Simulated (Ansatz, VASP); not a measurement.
# One calculation of SnTe, two programs

INCAR

```
SYSTEM = SnTe
PREC     = Accurate       ! precision mode
ENCUT    = 520            ! plane-wave cutoff, eV
EDIFF    = 1E-6           ! SCF threshold, eV
ISMEAR   = 0              ! smearing method
SIGMA    = 0.03           ! smearing width, eV
LREAL    = .False.        ! projectors in reciprocal space
LASPH    = .True.         ! aspherical terms in the spheres
NELM     = 80             ! most SCF steps
ALGO     = Normal         ! electronic algorithm
ISIF     = 2              ! what is computed and relaxed
LWAVE    = .False.        ! write WAVECAR
LCHARG   = .False.        ! write CHGCAR
GGA      = PE             ! functional
NBANDS   = 17             ! bands
```

KPOINTS

```
regular mesh
0
Gamma
  10 10 10
  0 0 0
```

POSCAR

```
SnTe
1.0
    0.0000000000      3.2354125000      3.3143250000
    3.2354125000      0.0000000000      3.3143250000
    3.2354125000      3.2354125000      0.0000000000
Sn Te
1 1
Direct
    0.0000000000      0.0000000000      0.0000000000
    0.5000000000      0.5000000000      0.5000000000
```

Input for Ansatz:

```yaml
crystal:
  lattice:
    - [0.0, 3.2354125, 3.314325]
    - [3.2354125, 0.0, 3.314325]
    - [3.2354125, 3.2354125, 0.0]
  atoms:
    - { symbol: Sn, position: [0.0, 0.0, 0.0] }
    - { symbol: Te, position: [0.5, 0.5, 0.5] }
basis:
  ecutwfc: 420
kpoints:
  mp_grid: { grid: [10, 10, 10] }
hamiltonian:
  xc: pbe
scf:
  occupations: { method: gaussian, width: 0.03 }
output:
  forces: true
  stress: true
  eigenvalues: true
```

Change from the starting cell: strain +0.025 along x and y, +0.050 along z, atoms carried along.

Alike in both runs: task single point; functional PBE; k mesh 10 × 10 × 10; occupations gaussian, width 0.03 eV; no spin polarisation.

|  | VASP | Ansatz |
| --- | --- | --- |
| version | VASP 6.6.1 | Ansatz 0.2.0 |
| potentials or method | VASP PAW PBE potentials, release 64 (Sn_d, Te), cutoff 520 eV | scalar-relativistic, plane waves, PAW |
| valence electrons in the cell | 20 | 30 |

|  | VASP | Ansatz | Ansatz less VASP |
| --- | --- | --- | --- |
| gap on the k mesh at the Fermi level (eV) | 0.17 | 0.17 | +0.001 |
| least direct gap on the mesh (eV) | 0.17 | 0.17 | +0.001 |
| pressure (GPa) | -1.9 | -1.8 | +0.06 |
| traceless stress, the component that is largest in VASP (GPa) | -1.35 | -1.35 | +0.002 |

With one functional, cell and mesh, what is left measures potentials, basis and numerics. VASP's potentials hold 20 valence electrons a cell and Ansatz's 30, so a difference there can come from the potentials and not from the codes.

Spin-orbit coupling is off throughout.
